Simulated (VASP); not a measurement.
# ZnSe (I-4m2) in VASP: further runs

The runs below take ZnSe through single point, with r2SCAN.

All numbers are computed with VASP 6.6.1; they aren't measurements. Logs are shortened: lines on timing, memory, paths and dates and some standing lists are left out, and cuts for length are marked.

## (1) The cell of the first run

Symmetry: I-4m2, No. 119, tetragonal system. Conventional cell: a = 3.686 Å, b = 3.686 Å, c = 5.666 Å, α = 90.00°, β = 90.00°, γ = 90.00°. Zn (site symmetry -4m2) has 4 Se at 2.32 Å within 3.1 Å. Se (site symmetry -4m2) has 4 Zn at 2.32 Å within 3.1 Å.

## (2) Single point, r2SCAN (strain -0.080 along x and y, +0.000 along z)

Input file POSCAR:

```
ZnSe
1.0
    0.0000000000      2.6063096149      2.8329452336
    2.6063096149      0.0000000000      2.8329452336
    2.6063096149      2.6063096149      0.0000000000
Zn Se
1 1
Direct
    0.0000000000      0.0000000000      0.0000000000
    0.7500000000      0.7500000000      0.7500000000
```

Input file INCAR.step1:

```
PREC     = Accurate       # precision mode
ENCUT    = 520            # plane-wave cutoff, eV
ISMEAR   = 0              # smearing method
SIGMA    = 0.05           # smearing width, eV
LREAL    = False          # projectors in reciprocal space
LASPH    = True           # aspherical terms in the spheres
NELM     = 80             # most SCF steps
NBANDS   = 16             # bands
GGA      = PE             # functional
ALGO     = Normal         # electronic algorithm
EDIFF    = 1E-4           # SCF threshold, eV
LWAVE    = True           # write WAVECAR
LCHARG   = False          # write CHGCAR
```

Input file INCAR.step2:

```
PREC     = Accurate       # precision mode
ENCUT    = 520            # plane-wave cutoff, eV
EDIFF    = 1E-7           # SCF threshold, eV
ISMEAR   = 0              # smearing method
SIGMA    = 0.05           # smearing width, eV
LREAL    = False          # projectors in reciprocal space
LASPH    = True           # aspherical terms in the spheres
NELM     = 80             # most SCF steps
ALGO     = Normal         # electronic algorithm
ISIF     = 2              # what is computed and relaxed
LWAVE    = False          # write WAVECAR
LCHARG   = False          # write CHGCAR
METAGGA  = R2SCAN         # meta-GGA
LMIXTAU  = True         
NBANDS   = 16             # bands
ISTART   = 1
```

Input file KPOINTS:

```
regular mesh
0
Gamma
  8 8 8
```

Potentials or basis: VASP PAW PBE potentials, release 64 (Zn, Se).

Started as:

```bash
$ cat potpaw_PBE.64/Zn/POTCAR potpaw_PBE.64/Se/POTCAR > POTCAR
$ cp INCAR.step1 INCAR
$ mpirun -np 1 vasp_std > vasp.out
$ cp INCAR.step2 INCAR
$ mpirun -np 1 vasp_std > vasp.out
```

OUTCAR:

```text
PREC = Accurate
   ENCUT = 520
   EDIFF = 1E-7
   ISMEAR = 0
   LREAL = False
   LASPH = True
   NELM = 80
   ISIF = 2
   METAGGA = R2SCAN
   ISTART = 1

 ion  position               nearest neighbor table
   1  0.000  0.000  0.000-   2 2.32   2 2.32   2 2.32   2 2.32
   2  0.750  0.750  0.750-   1 2.32   1 2.32   1 2.32   1 2.32

  LATTYP: Found a body centered tetragonal cell.
 ALAT       =     3.6858784051
 C/A-ratio  =     1.5371886548

  Lattice vectors:

 A1 = (  -2.6063096149,   0.0000000000,   2.8329452336)
 A2 = (   2.6063096149,   0.0000000000,   2.8329452336)
 A3 = (   0.0000000000,   2.6063096149,  -2.8329452336)

Analysis of symmetry for initial positions (statically):
=====================================================================
 Subroutine PRICEL returns:
 Original cell was already a primitive cell.

 Routine SETGRP: Setting up the symmetry group for a
 body centered tetragonal supercell.

 Subroutine GETGRP returns: Found  8 space group operations
 (whereof  8 operations were pure point group operations)
 out of a pool of 16 trial point group operations.

The static configuration has the point symmetry D_2d.

Analysis of symmetry for dynamics (positions and initial velocities):
=====================================================================
 Subroutine PRICEL returns:
 Original cell was already a primitive cell.

 Routine SETGRP: Setting up the symmetry group for a
 body centered tetragonal supercell.

 Subroutine GETGRP returns: Found  8 space group operations
 (whereof  8 operations were pure point group operations)
 out of a pool of 16 trial point group operations.

The dynamic configuration has the point symmetry D_2d.

 Subroutine INISYM returns: Found  8 space group operations
 (whereof  8 operations are pure point group operations),
 and found     1 'primitive' translations

----------------------------------------------------------------------------------------

                                     Primitive cell

  volume of cell :      38.4875

  direct lattice vectors                    reciprocal lattice vectors
     0.000000000  2.606309615  2.832945234    -0.191842135  0.191842135  0.176494764
     2.606309615  0.000000000  2.832945234     0.191842135 -0.191842135  0.176494764
     2.606309615  2.606309615  0.000000000     0.191842135  0.191842135 -0.176494764

  length of vectors
     3.849471198  3.849471198  3.685878405     0.323662186  0.323662186  0.323662186

  position of ions in fractional coordinates (direct lattice)
     0.000000000  0.000000000  0.000000000
     0.750000000  0.750000000  0.750000000

  ion indices of the primitive-cell ions
   primitive index   ion index
                 1           1
                 2           2

----------------------------------------------------------------------------------------

 KPOINTS: regular mesh

Automatic generation of k-mesh.
 Grid dimensions read from file:
 generate k-points for:    8    8    8

 Generating k-lattice:

  Cartesian coordinates                     Fractional coordinates (reciprocal lattice)
    -0.023980267  0.023980267  0.022061845     0.125000000  0.000000000  0.000000000
     0.023980267 -0.023980267  0.022061845     0.000000000  0.125000000  0.000000000
     0.023980267  0.023980267 -0.022061845    -0.000000000 -0.000000000  0.125000000

  Length of vectors
     0.040457773  0.040457773  0.040457773

  Shift w.r.t. Gamma in fractional coordinates (k-lattice)
     0.000000000  0.000000000  0.000000000

 Subroutine IBZKPT returns following result:
 ===========================================

 Found     59 irreducible k-points:

 Following reciprocal coordinates:
            Coordinates               Weight
  0.000000  0.000000  0.000000      1.000000
  0.125000  0.000000  0.000000      8.000000
  0.250000  0.000000  0.000000      8.000000
  0.375000 -0.000000  0.000000      8.000000
  0.500000  0.000000  0.000000      4.000000
  0.125000  0.125000  0.000000      2.000000
[... 16 lines left out ...]
  0.250000  0.000000  0.125000     16.000000
  0.375000 -0.000000  0.125000     16.000000
 [... further k-points ...]
   k-points           NKPTS =     59   k-points in BZ     NKDIM =     59   number of bands    NBANDS=     16
   number of dos      NEDOS =    301   number of ions     NIONS =      2
   total plane-waves  NPLWV =  25200
   dimension x,y,z NGX =    30 NGY =   30 NGZ =   28
   dimension x,y,z NGXF=    60 NGYF=   60 NGZF=   56
   ions per type =               1   1
   NGX,Y,Z   is equivalent  to a cutoff of  12.96, 12.96, 12.63 a.u.
   NGXF,Y,Z  is equivalent  to a cutoff of  25.91, 25.91, 25.26 a.u.
 SYSTEM =  unknown system
   PREC   = accura    normal or accurate (medium, high low for compatibility)
   ISTART =      1    job   : 0-new  1-cont  2-samecut
   ICHARG =      0    charge: 1-file 2-atom 10-const
   ISPIN  =      1    spin polarized calculation?
   LNONCOLLINEAR =      F non collinear calculations
   LSORBIT =      F    spin-orbit coupling
   LASPH  =      T    aspherical Exc in radial PAW
   ENCUT  =  520.0 eV  38.22 Ry    6.18 a.u.   7.16  7.16  6.85*2*pi/ulx,y,z
   NELM   =     80;   NELMIN=  2; NELMDL=  0     # of ELM steps
   EDIFF  = 0.1E-06   stopping-criterion for ELM
   LREAL  =      F    real-space projection
   EDIFFG = 0.1E-05   stopping-criterion for IOM
   NSW    =      0    number of steps for IOM
   IBRION =     -1    ionic relax: 0-MD 1-quasi-New 2-CG
   NFREE  =      0    steps in history (QN), initial steepest desc. (CG)
   ISIF   =      2    stress and relaxation
   ISYM   =      2    0-nonsym 1-usesym 2-fastsym
   POTIM  = 0.5000    time-step for ionic-motion
   TEBEG  =    0.0;   TEEND  =   0.0 temperature during run
   PSTRESS=    0.0 pullay stress
   NELECT =      18.0000    total number of electrons
   NUPDOWN=      -1.0000    fix difference up-down
   EMIN   =  10.00;   EMAX   =-10.00  energy-range for DOS
   EFERMI =   0.00;   METHOD = LEGACY
   ISMEAR =     0;   SIGMA  =   0.05  broadening in eV -4-tet -1-fermi 0-gaus
   EFERMI_NEDOS =   21; number of points for ismear=-14 and -15
   IALGO  =     38    algorithm
   IMIX   =      4    mixing-type and parameters
     AMIX     =   0.40;   BMIX     =  1.00
     AMIX_MAG =   1.60;   BMIX_MAG =  1.00
  volume/ion in A,a.u.               =      19.24       129.86
  Fermi-wavevector in a.u.,A,eV,Ry     =   1.270747  2.401363 21.970644  1.614797
  Thomas-Fermi vector in A             =   2.403717
   LORBIT       =      0    0 simple, 1 ext, 2 COOP (PROOUT), +10 PAW based schemes
   METAGGA = R2SCAN    functional components
   LHFCALC =     F    Hartree Fock is set to
   AEXX    =    0.0000 exact exchange contribution
   IVDW    =     0    specifies the selected vdW correction
   LEPSILON=     F    determine dielectric tensor
   LRPA    =     F    only Hartree local field effects (RPA)
 non-spin polarized calculation
 Gauss-broadening in eV      SIGMA  =   0.05
  energy-cutoff  :      520.00
  volume of cell :       38.49
 maximum number of plane-waves:      1054
 NGX is ok and might be reduce to    30
   NGX = 15   NGY = 15   NGZ = 13

 number of electron      18.0000009 magnetization

 Free energy of the ion-electron system (eV)
  ---------------------------------------------------
  ext. energy  EPLUGINS =         0.00000000
  ---------------------------------------------------
  free energy    TOTEN  =       -24.59046250 eV

  energy without entropy =      -24.59046250  energy(sigma->0) =      -24.59046250

 E-fermi :   3.2459     XC(G=0): -10.7725

 val. band max:        3.0342617286   @ k =   0.0000   0.0000   0.0000
 cond. band min:       5.5107069212   @ k =   0.0000   0.0000   0.0000
 fundamental gap:      2.4764451926
 Fermi energy:         3.2458803191

 k-point     1 :       0.0000    0.0000    0.0000
  band No.  band energies     occupation
      1     -12.0734      2.00000
      2      -4.5815      2.00000
      3      -4.5292      2.00000
      4      -4.5290      2.00000
      5      -3.9850      2.00000
      6      -3.9499      2.00000
[... 8 lines left out ...]
     15      14.4542      0.00000
     16      15.7560      0.00000

 k-point     2 :       0.1250    0.0000    0.0000
  band No.  band energies     occupation
      1     -11.9321      2.00000
      2      -4.5732      2.00000
      3      -4.5216      2.00000
      4      -4.5034      2.00000
      5      -3.9836      2.00000
      6      -3.9553      2.00000
[... 8 lines left out ...]
     15      14.9790      0.00000
     16      15.1802      0.00000

 k-point     3 :       0.2500    0.0000    0.0000
  band No.  band energies     occupation
      1     -11.5585      2.00000
      2      -4.5434      2.00000
      3      -4.4772      2.00000
      4      -4.4452      2.00000
      5      -3.9702      2.00000
      6      -3.9627      2.00000
[... 8 lines left out ...]
     15      14.3484      0.00000
     16      14.9780      0.00000

 k-point     4 :       0.3750   -0.0000    0.0000
  band No.  band energies     occupation
      1     -11.1243      2.00000
      2      -4.4751      2.00000
      3      -4.3952      2.00000
      4      -4.3123      2.00000
      5      -3.9584      2.00000
      6      -3.9366      2.00000
[... 8 lines left out ...]
     15      15.3873      0.00000
     16      16.0136      0.00000
[... 324 lines left out ...]
 k-point    22 :       0.1250    0.0000    0.1250
  band No.  band energies     occupation
      1     -11.8753      2.00000
      2      -4.5606      2.00000
      3      -4.5455      2.00000
      4      -4.4831      2.00000
      5      -3.9799      2.00000
      6      -3.9588      2.00000
[... 8 lines left out ...]
     15      14.6980      0.00000
     16      15.9648      0.00000

 k-point    23 :       0.2500    0.0000    0.1250
  band No.  band energies     occupation
      1     -11.5701      2.00000
      2      -4.5726      2.00000
      3      -4.4929      2.00000
      4      -4.4241      2.00000
      5      -3.9847      2.00000
      6      -3.9490      2.00000
[... 8 lines left out ...]
     15      14.8336      0.00000
     16      16.5615      0.00000

 k-point    24 :       0.3750   -0.0000    0.1250
  band No.  band energies     occupation
      1     -11.1471      2.00000
      2      -4.4913      2.00000
      3      -4.4303      2.00000
      4      -4.3487      2.00000
      5      -3.9666      2.00000
      6      -3.9216      2.00000
[... 8 lines left out ...]
     15      15.7567      0.00000
     16      16.7964      0.00000

 [... further k-points ...]

------------------------ aborting loop because EDIFF is reached ----------------------------------------

  FORCE on cell =-STRESS in cart. coord.  units (eV):
  Direction    XX          YY          ZZ          XY          YZ          ZX
  --------------------------------------------------------------------------------------
  -------------------------------------------------------------------------------------
  Total        4.0284732      4.0284732      3.2626369      0.0000000      0.0000000     -0.0000000
  in kB      167.6991543    167.6991543    135.8185648      0.0000000      0.0000000     -0.0000000
  external PRESSURE =     157.0722912 kB  Pullay stress =       0.0000000 kB

 VOLUME and BASIS-vectors are now :
 -----------------------------------------------------------------------------
  energy-cutoff  :      520.00
  volume of cell :       38.49
      direct lattice vectors                 reciprocal lattice vectors
     0.000000000  2.606309615  2.832945234    -0.191842135  0.191842135  0.176494764
     2.606309615  0.000000000  2.832945234     0.191842135 -0.191842135  0.176494764
     2.606309615  2.606309615  0.000000000     0.191842135  0.191842135 -0.176494764

 POSITION                                       TOTAL-FORCE (eV/Angst)
 -----------------------------------------------------------------------------------
      0.00000      0.00000      0.00000        -0.000000     -0.000000     -0.000000
      3.90946      3.90946      4.24942         0.000000      0.000000      0.000000
 -----------------------------------------------------------------------------------
    total drift:                               -0.001089     -0.001089     -0.000678

  FREE ENERGIE OF THE ION-ELECTRON SYSTEM (eV)
  ---------------------------------------------------
  free  energy   TOTEN  =       -24.5904624976 eV

  energy  without entropy=      -24.5904624976  energy(sigma->0) =      -24.59046250
```

Wall time 6.5 min (1 thread of Intel Xeon 8259CL, shared host); peak memory 0.19 GiB.

Results:

```yaml
Free_energy: -24.5905 eV
Pressure: 15.7 GPa
Band_gap_on_the_k_mesh: 2.48 eV
```

Caveat: the cell differs from its parent crystal (strain -0.080 along x and y, +0.000 along z); the cell stands under pressure; the PAW data sets were made with another functional, which shifts forces and pressure a little. A k mesh can miss the band edges.

## (3) Single point, r2SCAN (strain -0.040 along x and y, -0.080 along z)

Input file POSCAR:

```
ZnSe
1.0
    0.0000000000      2.7196274243      2.6063096149
    2.7196274243      0.0000000000      2.6063096149
    2.7196274243      2.7196274243      0.0000000000
Zn Se
1 1
Direct
    0.0000000000      0.0000000000      0.0000000000
    0.7500000000      0.7500000000      0.7500000000
```

Input file INCAR.step1:

```
PREC = Accurate
ENCUT = 520
ISMEAR = 0
SIGMA = 0.05
LREAL = F
LASPH = T
NELM = 60
NBANDS = 16
GGA = PE
ALGO = Normal
EDIFF = 1E-4
LWAVE = T
LCHARG = F
```

Input file INCAR.step2:

```
PREC = Accurate
ENCUT = 520
EDIFF = 1E-6
ISMEAR = 0
SIGMA = 0.05
LREAL = F
LASPH = T
NELM = 60
ALGO = Normal
ISIF = 2
LWAVE = F
LCHARG = F
METAGGA = R2SCAN
LMIXTAU = T
NBANDS = 16
ISTART = 1
```

KPOINTS is that of step 2.

Potentials or basis: VASP PAW PBE potentials, release 64 (Zn, Se).

Started as:

```bash
$ cat potpaw_PBE.64/Zn/POTCAR potpaw_PBE.64/Se/POTCAR > POTCAR
$ cp INCAR.step1 INCAR
$ mpirun -np 1 vasp_std > vasp.out
$ cp INCAR.step2 INCAR
$ mpirun -np 1 vasp_std > vasp.out
```

Run time: 4 min. Hardware: 1 thread of Intel Xeon 8259CL, shared host; peak memory 0.2 GiB.

It converged, with:

- Free energy: -24.6129 eV
- Pressure: 15.7 GPa
- Band gap on the k mesh: 2.52 eV

Stress tensor (GPa, compression positive):
```
15.31  0.00  0.00
 0.00 15.31  0.00
 0.00  0.00 16.38
```

Levels at points of the mesh, in eV from the valence-band top:
| k point | band 6 | band 7 | band 8 | band 9 | band 10 | band 11 | band 12 | band 13 |
| --- | --- | --- | --- | --- | --- | --- | --- | --- |
| (0.00, 0.00, 0.00) | -6.96 | -0.17 | -0.17 | 0.00 | 2.52 | 6.10 | 6.10 | 6.10 |
| (0.50, 0.00, 0.00) | -6.77 | -6.60 | -1.42 | -1.12 | 3.21 | 6.45 | 6.91 | 9.36 |
| (0.50, 0.50, 0.00) | -6.67 | -5.50 | -3.20 | -3.20 | 2.63 | 3.35 | 13.13 | 13.13 |
| (0.50, 0.00, 0.50) | -6.75 | -5.77 | -2.99 | -2.87 | 2.90 | 3.82 | 12.66 | 12.85 |

Caveat: the cell differs from its parent crystal (strain -0.040 along x and y, -0.080 along z); the cell stands under pressure; the PAW data sets were made with another functional, which shifts forces and pressure a little.

## (4) Single point, r2SCAN (strain -0.080 along x and y, +0.040 along z)

Input file POSCAR:

```
ZnSe
1.0
    0.0000000000      2.6063096149      2.9462630429
    2.6063096149      0.0000000000      2.9462630429
    2.6063096149      2.6063096149      0.0000000000
Zn Se
1 1
Direct
    0.0000000000      0.0000000000      0.0000000000
    0.7500000000      0.7500000000      0.7500000000
```

Input file INCAR.step1:

```
PREC     = Accurate       # precision mode
ENCUT    = 520            # plane-wave cutoff, eV
ISMEAR   = 0              # smearing method
SIGMA    = 0.05           # smearing width, eV
LREAL    = F              # projectors in reciprocal space
LASPH    = T              # aspherical terms in the spheres
NELM     = 80             # most SCF steps
NBANDS   = 16             # bands
GGA      = PE             # functional
ALGO     = Normal         # electronic algorithm
EDIFF    = 1E-4           # SCF threshold, eV
LWAVE    = T              # write WAVECAR
LCHARG   = F              # write CHGCAR
```

Input file INCAR.step2:

```
PREC     = Accurate       # precision mode
ENCUT    = 520            # plane-wave cutoff, eV
EDIFF    = 1E-6           # SCF threshold, eV
ISMEAR   = 0              # smearing method
SIGMA    = 0.05           # smearing width, eV
LREAL    = F              # projectors in reciprocal space
LASPH    = T              # aspherical terms in the spheres
NELM     = 80             # most SCF steps
ALGO     = Normal         # electronic algorithm
ISIF     = 2              # what is computed and relaxed
LWAVE    = F              # write WAVECAR
LCHARG   = F              # write CHGCAR
METAGGA  = R2SCAN         # meta-GGA
LMIXTAU  = T            
NBANDS   = 16             # bands
ISTART   = 1
```

Input file KPOINTS:

```
Automatic mesh
0
Gamma
  8 8 8
```

Started as:

```bash
$ cat potpaw_PBE.64/Zn/POTCAR potpaw_PBE.64/Se/POTCAR > POTCAR
$ cp INCAR.step1 INCAR
$ mpirun -np 1 vasp_std > vasp.out
$ cp INCAR.step2 INCAR
$ mpirun -np 1 vasp_std > vasp.out
```

Run time: 4.1 min. Hardware: 1 thread of Intel Xeon 8259CL, shared host; peak memory 0.19 GiB.

It converged, with:

```
Free energy            : -24.6890 eV
Pressure               : 10.8 GPa
Band gap on the k mesh : 2.17 eV
```

Stress tensor (GPa, compression positive):
```
12.57  0.00  0.00
 0.00 12.57  0.00
 0.00  0.00  7.11
```

Levels at points of the mesh, in eV from the valence-band top:
```tsv
k point	band 7	band 8	band 9	band 10	band 11	band 12
(0.00, 0.00, 0.00)	-0.66	0.00	0.00	2.17	6.14	6.14
(0.50, 0.00, 0.00)	-6.32	-1.73	-0.81	2.80	6.45	7.23
(0.50, 0.50, 0.00)	-6.06	-2.38	-2.38	3.41	4.48	11.41
(0.50, 0.00, 0.50)	-5.28	-3.29	-2.98	2.62	3.24	11.49
```

Caveat: the cell differs from its parent crystal (strain -0.080 along x and y, +0.040 along z); the stress differs along the axes, from 7 to 13 GPa; the PAW data sets were made with another functional, which shifts forces and pressure a little. A k mesh can miss the band edges.

(Continued in part 2 of 2.)
